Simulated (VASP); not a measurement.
Here is a VASP 6.6.1 calculation.

Contents of INCAR:

```
SYSTEM = Si
PREC = Accurate
ENCUT = 520
EDIFF = 1E-8
ISMEAR = -1
SIGMA = 0.08
LREAL = .FALSE.
LASPH = .TRUE.
NELM = 100
ALGO = Normal
ISIF = 2
LWAVE = .FALSE.
LCHARG = .FALSE.
LEFG = .TRUE.
NBANDS = 11
```

The input KPOINTS:

```
Automatic mesh
0
G
  11 11 11
  0 0 0
```

File POSCAR:

```
Si
1.0
   -0.0271547000      2.7018926500      2.7018926500
    2.7018926500     -0.0271547000      2.7018926500
    2.7018926500      2.7018926500     -0.0271547000
Si
2
Direct
    0.5000000000      0.5000000000      0.5000000000
    0.7500000000      0.7500000000      0.7500000000
```

Potentials or basis: VASP PAW LDA potentials, release 64 (Si).

Run with:

```sh
$ cat potpaw_LDA.64/Si/POTCAR > POTCAR
$ mpirun -np 1 vasp_std > vasp.out
```

Problem. Estimate the largest force.

Solution. 0.170 eV/Å.

Problem. What does it give for the pressure?

Solution. -1.4 GPa.

Problem. Predict the band gap on the k mesh.

Solution. 0.46 eV, indirect (least direct gap 2.43 eV).

Electric field gradients, principal values (V/Å²):
```
atom  least  middle  greatest (by size)
1 Si  2.099   2.099              -4.197
2 Si  2.099   2.099              -4.197
```

Caveat: the cell differs from its parent crystal (equal xy, yz and zx shear strains of -1 %); without QUAD_EFG the Cq values of the log hold for a quadrupole moment of 1 mb, not for the nuclei. A k mesh can miss the band edges.
